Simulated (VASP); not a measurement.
A run of VASP 6.6.1 is set up as follows.

The input INCAR:

```
SYSTEM = S
ALGO     = Normal         ! electronic algorithm
EDIFF    = 1E-6           ! SCF threshold, eV
EDIFFG   = -0.01          ! ionic threshold
ENCUT    = 600            ! plane-wave cutoff, eV
GGA      = PS             ! functional
IBRION   = 2              ! ionic algorithm
ISIF     = 3              ! what is computed and relaxed
ISMEAR   = -1             ! smearing method
LASPH    = .True.         ! aspherical terms in the spheres
LCHARG   = .False.        ! write CHGCAR
LREAL    = .False.        ! projectors in reciprocal space
LWAVE    = .False.        ! write WAVECAR
NELM     = 60             ! most SCF steps
NSW      = 80             ! ionic steps
PREC     = Accurate       ! precision mode
SIGMA    = 0.05           ! smearing width, eV
```

Contents of KPOINTS:

```
k-points
0
Gamma
  5 5 5
  0 0 0
```

File POSCAR:

```
S
1.0
    5.3830001089      3.1078765619      1.4083300000
   -5.3830001089      3.1078765619      1.4083300000
    0.0000000000     -6.2157531238      1.4083300000
S
6
Direct
    0.5845000000      0.3510000000      0.2465000000
    0.2465000000      0.5845000000      0.3510000000
    0.3510000000      0.2465000000      0.5845000000
    0.4155000000      0.6490000000      0.7535000000
    0.7535000000      0.4155000000      0.6490000000
    0.6490000000      0.7535000000      0.4155000000
```

Potentials or basis: VASP PAW PBE potentials, release 64 (S).

The run is started by

```bash
$ cat potpaw_PBE.64/S/POTCAR > POTCAR
$ mpirun -np 1 vasp_std > vasp.out
```

Task: What does it give for the band gap on the k mesh?

Result: 2.14 eV (least direct gap 2.21 eV).

Task: What does it give for the space group after relaxing (to 0.1 Å)?

Result: R-3 (No. 148).

Task: What does it give for the relaxed volume?

Result: 23.02 Å³/atom.

Final structure:
```
S
1.0
     5.23941    3.02497    1.45260
    -5.23941    3.02497    1.45260
     0.00000   -6.04995    1.45260
S
6
Direct
  0.59308 0.35434 0.24486
  0.24486 0.59308 0.35434
  0.35434 0.24486 0.59308
  0.40692 0.64566 0.75514
  0.75514 0.40692 0.64566
  0.64566 0.75514 0.40692
```

Caveat: this functional lacks dispersion, which holds the molecules together, so the pressure and a relaxed volume are unreliable; the PAW data sets were made with another functional, which shifts forces and pressure a little. A hybrid or GW would open this gap; PBEsol tends to underestimate it.
